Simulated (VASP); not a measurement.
# Al3Cu (P4/mmm) in VASP: a series of runs, part 2 of 2

VASP 6.6.1.

## Step 3: Vibrations by perturbation theory, LDA

This run uses another cell than the first one, of 14.29 Å³/atom.

File INCAR:

```
SYSTEM = Al3Cu
PREC = Accurate ; ENCUT = 520
EDIFF = 1E-8 ; ISMEAR = 1
SIGMA = 0.2 ; LREAL = .False.
LASPH = .True. ; NELM = 80
ALGO = Fast ; ISIF = 2
LWAVE = .False. ; LCHARG = .False.
IBRION = 8 ; NSW = 1
```

File KPOINTS:

```
regular mesh
0
Gamma
  16 16 6
  0 0 0
```

File POSCAR:

```
Al3Cu
1.0
    2.7610826076      0.0000000000      0.0000000000
    0.0000000000      2.7610826076      0.0000000000
    0.0000000000      0.0000000000      7.4981149791
Al Cu
3 1
Direct
    0.0000000000      0.0000000000      0.5000000000
    0.5000000000      0.5000000000      0.2200734766
    0.5000000000      0.5000000000      0.7799265234
    0.0000000000      0.0000000000      0.0000000000
```

Potentials or basis: VASP PAW LDA potentials, release 64 (Al, Cu).

On the command line:

```bash
> cat potpaw_LDA.64/Al/POTCAR potpaw_LDA.64/Cu/POTCAR > POTCAR
> mpirun -np 1 vasp_std > vasp.out
```

OUTCAR:

```text
SYSTEM = Al3Cu
   PREC = Accurate
   ENCUT = 520
   EDIFF = 1E-8
   ISMEAR = 1
   LREAL = .False.
   LASPH = .True.
   NELM = 80
   ISIF = 2
   IBRION = 8
   NSW = 1

 ion  position               nearest neighbor table
   1  0.000  0.000  0.500-   2 2.87   3 2.87   2 2.87   3 2.87   2 2.87   3 2.87   2 2.87   3 2.87

   2  0.500  0.500  0.220-   4 2.56   4 2.56   4 2.56   4 2.56   1 2.87   1 2.87   1 2.87   1 2.87
                             3 3.30
   3  0.500  0.500  0.780-   4 2.56   4 2.56   4 2.56   4 2.56   1 2.87   1 2.87   1 2.87   1 2.87
                             2 3.30
   4  0.000  0.000  0.000-   2 2.56   3 2.56   2 2.56   3 2.56   2 2.56   3 2.56   2 2.56   3 2.56

  LATTYP: Found a simple tetragonal cell.
 ALAT       =     2.7610826076
 C/A-ratio  =     2.7156431171

  Lattice vectors:

 A1 = (   2.7610826076,   0.0000000000,   0.0000000000)
 A2 = (   0.0000000000,   2.7610826076,   0.0000000000)
 A3 = (   0.0000000000,   0.0000000000,   7.4981149791)

Analysis of symmetry for initial positions (statically):
=====================================================================
 Subroutine PRICEL returns:
 Original cell was already a primitive cell.

 Routine SETGRP: Setting up the symmetry group for a
 simple tetragonal supercell.

 Subroutine GETGRP returns: Found 16 space group operations
 (whereof 16 operations were pure point group operations)
 out of a pool of 16 trial point group operations.

The static configuration has the point symmetry D_4h.

Analysis of symmetry for dynamics (positions and initial velocities):
=====================================================================
 Subroutine PRICEL returns:
 Original cell was already a primitive cell.

 Routine SETGRP: Setting up the symmetry group for a
 simple tetragonal supercell.

 Subroutine GETGRP returns: Found 16 space group operations
 (whereof 16 operations were pure point group operations)
 out of a pool of 16 trial point group operations.

The dynamic configuration has the point symmetry D_4h.

 Subroutine INISYM returns: Found 16 space group operations
 (whereof 16 operations are pure point group operations),
 and found     1 'primitive' translations

----------------------------------------------------------------------------------------

                                     Primitive cell

[... 571 lines left out ...]
  external PRESSURE =       1.2073159 kB  Pullay stress =       0.0000000 kB

 VOLUME and BASIS-vectors are now :
 -----------------------------------------------------------------------------
  energy-cutoff  :      520.00
  volume of cell :       57.16
      direct lattice vectors                 reciprocal lattice vectors
     2.761082608  0.000000000  0.000000000     0.362176777  0.000000000  0.000000000
     0.000000000  2.761082608  0.000000000     0.000000000  0.362176777  0.000000000
     0.000000000  0.000000000  7.498114979     0.000000000  0.000000000  0.133366853

 POSITION                                       TOTAL-FORCE (eV/Angst)
 -----------------------------------------------------------------------------------
      0.00000      0.00000      3.74906         0.000000      0.000000      0.000000
      1.38054      1.38054      1.65014        -0.000000     -0.000000     -0.010273
      1.38054      1.38054      5.84798         0.000000      0.000000      0.010273
      0.00000      0.00000      0.00000         0.000000      0.000000      0.000000
 -----------------------------------------------------------------------------------
    total drift:                                0.000000      0.000000     -0.000000

  FREE ENERGIE OF THE ION-ELECTRON SYSTEM (eV)
  ---------------------------------------------------
  free  energy   TOTEN  =       -17.6679826002 eV

  energy  without entropy=      -17.6648933751  energy(sigma->0) =      -17.66695286

[... ionic steps 2 to 12 ...]

--------------------------------------- Ionic step       13  -------------------------------------------

------------------------ aborting loop because EDIFF is reached ----------------------------------------

[... ionic steps 14 to 14 ...]

--------------------------------------- Ionic step       15  -------------------------------------------

 Free energy of the ion-electron system (eV)
  ---------------------------------------------------
  ---------------------------------------------------
  free energy    TOTEN  =        -0.25500425 eV

  energy without entropy =       -0.25500425

------------------------ aborting loop because EDIFF is reached ----------------------------------------

 INTERNAL STRAIN TENSOR  FOR ION    4  DIRECTION 3   (eV/Angst):
 -----------------------------------------------------------------------------
     0.00199  0.00000  0.00000
     0.00000  0.00199 -0.00000
     0.00000  0.00000  0.01581

 INTERNAL STRAIN TENSOR FOR ION    4 for displacements in x,y,z  (eV/Angst):
          X           Y           Z          XY          YZ          ZX
  --------------------------------------------------------------------------------
  x     0.00000     0.00000     0.00000     0.00000     0.00000     0.00000
  y     0.00000     0.00000     0.00000     0.00000     0.00000     0.00000
  z     0.00000     0.00000     0.00000     0.00000     0.00000     0.00000

 SECOND DERIVATIVES (NOT SYMMETRIZED)
 ------------------------------------
               1X          1Y          1Z          2X          2Y          2Z          3X          3Y          3Z          4X          4Y          4Z
  1X    -0.980367    0.000000    0.000000    0.702113    0.000000    0.000000    0.702113    0.000000    0.000000   -0.423859    0.000000    0.000000
  1Y     0.000000   -0.980367    0.000000    0.000000    0.702113    0.000000    0.000000    0.702113    0.000000    0.000000   -0.423859    0.000000
  1Z     0.000000    0.000000   -5.171503    0.000000   -0.000000    2.349513    0.000000    0.000000    2.349513    0.000000    0.000000    0.472476
  2X     0.699424    0.000000    0.000000   -2.814518    0.000000    0.000000    0.082321    0.000000    0.000000    2.032773    0.000000    0.000000
  2Y     0.000000    0.699424    0.000000    0.000000   -2.814518    0.000000    0.000000    0.082321    0.000000    0.000000    2.032773   -0.000000
  2Z    -0.000000   -0.000000    2.360319    0.000000    0.000000   -5.881691    0.000000    0.000000    0.598240    0.000000   -0.000000    2.923132
  3X     0.699424    0.000000    0.000000    0.082321    0.000000    0.000000   -2.814518    0.000000    0.000000    2.032773    0.000000    0.000000
  3Y     0.000000    0.699424    0.000000    0.000000    0.082321    0.000000    0.000000   -2.814518    0.000000    0.000000    2.032773   -0.000000
  3Z    -0.000000   -0.000000    2.360319    0.000000    0.000000    0.598240    0.000000    0.000000   -5.881691    0.000000   -0.000000    2.923132
  4X    -0.414222    0.000000    0.000000    2.040011    0.000000    0.000000    2.040011    0.000000    0.000000   -3.665800    0.000000    0.000000
  4Y     0.000000   -0.414222    0.000000    0.000000    2.040011    0.000000    0.000000    2.040011    0.000000    0.000000   -3.665800    0.000000
  4Z     0.000000   -0.000000    0.476111    0.000000   -0.000000    2.932635    0.000000    0.000000    2.932635    0.000000    0.000000   -6.341381

 Eigenvectors and eigenvalues of the dynamical matrix
 ----------------------------------------------------

   1 f  =    9.061660 THz    56.936090 2PiTHz  302.264447 cm-1    37.475998 meV
             X         Y         Z           dx          dy          dz
      0.000000  0.000000  3.749057     0.000000    0.000000    0.610216
      1.380541  1.380541  1.650136    -0.000000   -0.000000   -0.523071
      1.380541  1.380541  5.847979    -0.000000   -0.000000   -0.523071
      0.000000  0.000000  0.000000     0.000000    0.000000    0.283600
[... 71 lines left out ...]
  12 f/i=    0.009464 THz     0.059462 2PiTHz    0.315673 cm-1     0.039138 meV
             X         Y         Z           dx          dy          dz
      0.000000  0.000000  3.749057    -0.323735    0.289285    0.000000
      1.380541  1.380541  1.650136    -0.322524    0.288203    0.000000
      1.380541  1.380541  5.847979    -0.322524    0.288203    0.000000
      0.000000  0.000000  0.000000    -0.493125    0.440649    0.000000

--------------------------------------------------------------------------------------------------------

 ELASTIC MODULI CONTR FROM IONIC RELAXATION (kBar)
 Direction    XX          YY          ZZ          XY          YZ          ZX
 --------------------------------------------------------------------------------
 XX         -46.8532    -46.8532    -54.0593      0.0000     -0.0000     -0.0000
 YY         -46.8532    -46.8532    -54.0593      0.0000     -0.0000     -0.0000
 ZZ         -54.0593    -54.0593    -62.3738      0.0000     -0.0000     -0.0000
 XY           0.0000      0.0000      0.0000      0.0000      0.0000      0.0000
 YZ          -0.0000     -0.0000     -0.0000      0.0000   -120.9360     -0.0000
 ZX          -0.0000     -0.0000     -0.0000      0.0000     -0.0000   -104.1184
 --------------------------------------------------------------------------------
```

Run time: 44 min. Hardware: 1 thread of Oxide Virtual Turin-like, shared host; peak memory 0.78 GiB.

What came out:

| Property | Result |
| --- | --- |
| Highest phonon frequency at Γ | 302 cm⁻¹ |

Phonon frequencies in cm⁻¹ (negative: imaginary):
| q point | frequencies |
| --- | --- |
| (0.000, 0.000, 0.000) | 0 0 0 94 94 171 171 203 210 210 256 302 |
